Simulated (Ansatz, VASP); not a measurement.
## One calculation of MoS2, two programs

```
CELL_PARAMETERS angstrom
2.99190 0.00000 0.00000
-1.49595 2.59106 0.00000
0.00000 0.00000 12.31350
ATOMIC_POSITIONS crystal
Mo 0.66667 0.33333 0.25014
Mo 0.33333 0.66667 0.74986
S 0.33333 0.66667 0.37960
S 0.66667 0.33333 0.87931
S 0.33333 0.66667 0.12069
S 0.66667 0.33333 0.62040
```

Alike in both runs: task single point; functional PBE; dispersion D3(BJ); k mesh 12 × 12 × 4; occupations gaussian, width 0.05 eV; no spin polarisation.

```csv
,VASP,Ansatz
version,VASP 6.6.1,Ansatz 0.2.0
potentials or method,"VASP PAW PBE potentials, release 64 (Mo_sv, S), cutoff 520 eV","scalar-relativistic, plane waves, PAW"
valence electrons in the cell,52,52
```

|  | VASP | Ansatz | Ansatz less VASP |
| --- | --- | --- | --- |
| gap on the k mesh at the Fermi level (eV) | 1.04 | 1.02 | -0.015 |
| least direct gap on the mesh (eV) | 2.03 | 2.03 | +0.001 |
| pressure (GPa) | 14.7 | 14.9 | +0.22 |
| traceless stress, the component that is largest in VASP (GPa) | -8.92 | -8.82 | +0.099 |
| rms of the force components (eV/Å) | 0.286 | 0.296 | +0.0096 |

Atom by atom the forces differ by 0.010 eV/Å (rms over components).
